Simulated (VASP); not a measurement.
Set up this calculation in VASP 6.6.1, as the native input.

```yaml
Task: single point
Functional: LDA
Potentials_or_basis: VASP PAW LDA potentials, release 64 (Li_sv, F)
Cutoff: 520 eV
k_mesh: 9 × 9 × 6
Occupations: gaussian, width 0.05 eV
Spin: no spin polarisation
Dipole_correction: no
Further_INCAR_settings: ALGO = Normal; EDIFF = 1e-06; NBANDS = 18
```

The structure of LiF lies in POSCAR:

```
LiF
1.0
    3.0631065845      0.0000000000      0.0000000000
   -1.5315532922      2.6527281167      0.0000000000
    0.0000000000      0.0000000000      4.5591278403
Li F
2 2
Direct
    0.3333333333      0.6666666667      0.4120529761
    0.6666666667      0.3333333333      0.9120529761
    0.3333333333      0.6666666667      0.9910195924
    0.6666666667      0.3333333333      0.4910195924
```

This cell differs from its parent crystal: c/a of the conventional cell at fixed volume 1.4884.

The input as run:

INCAR

```
PREC = Accurate
ENCUT = 520
EDIFF = 1E-6
ISMEAR = 0
SIGMA = 0.05
LREAL = F
LASPH = T
NELM = 80
ALGO = Normal
ISIF = 2
LWAVE = F
LCHARG = F
GGA = CA
NBANDS = 18
```

KPOINTS

```
regular mesh
0
Gamma
  9 9 6
```

Potentials or basis: VASP PAW LDA potentials, release 64 (Li_sv, F).

Launch:

```bash
$ cat potpaw_LDA.64/Li_sv/POTCAR potpaw_LDA.64/F/POTCAR > POTCAR
$ mpirun -np 1 vasp_std > vasp.out
```

It gave:

* Largest force: 0.180 eV/Å
* Band gap on the k mesh: 7.65 eV, direct

It took 11 s on 1 thread of AMD EPYC 9R45 96-Core Processor (Zen 5) (shared host), peak memory 0.11 GiB.
